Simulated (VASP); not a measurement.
Wanted: the native input for a VASP 6.6.1 run.

```
Task                   : single point
Functional             : LDA
Potentials or basis    : VASP PAW LDA potentials, release 64 (Mg, Al, C)
Cutoff                 : 520 eV
k mesh                 : 12 × 12 × 6
Occupations            : gaussian, width 0.01 eV
Spin                   : no spin polarisation
Dipole correction      : no
Further INCAR settings : ALGO = Normal; EDIFF = 1e-07; NBANDS = 16
```

The structure of MgAl2C2 lies in POSCAR:

```
MgAl2C2
1.0
    3.3294002220      0.0000000000      0.0000000000
   -1.6647001110      2.8833451716      0.0000000000
    0.0000000000      0.0000000000      5.6503779674
Mg Al C
1 2 2
Direct
    0.0000000000      0.0000000000      0.0000000000
    0.3333333333      0.6666666667      0.3491345721
    0.6666666667      0.3333333333      0.6508654279
    0.3333333333      0.6666666667      0.7324661574
    0.6666666667      0.3333333333      0.2675338426
```

This cell differs from its parent crystal: volume scaled by 0.98, then relaxed in part.

These files were run (other wordings do the same):

INCAR

```
PREC = Accurate ; ENCUT = 520
EDIFF = 1E-7 ; ISMEAR = 0
SIGMA = 0.01 ; LREAL = F
LASPH = T ; NELM = 60
ALGO = Normal ; ISIF = 2
LWAVE = F ; LCHARG = F
GGA = CA ; NBANDS = 16
```

KPOINTS

```
Automatic mesh
0
Gamma
  12 12 6
```

Potentials or basis: VASP PAW LDA potentials, release 64 (Mg, Al, C).

Command:

```console
$ cat potpaw_LDA.64/Mg/POTCAR potpaw_LDA.64/Al/POTCAR potpaw_LDA.64/C/POTCAR > POTCAR
$ mpirun -np 1 vasp_std > vasp.out
```

It gave:

* Pressure: 2.9 GPa
* Largest force: 0.032 eV/Å
* Band gap on the k mesh: 1.79 eV, indirect (least direct gap 3.01 eV)

It took 56 s on 1 thread of AMD EPYC 9R45 96-Core Processor (Zen 5) (shared host), peak memory 0.18 GiB.
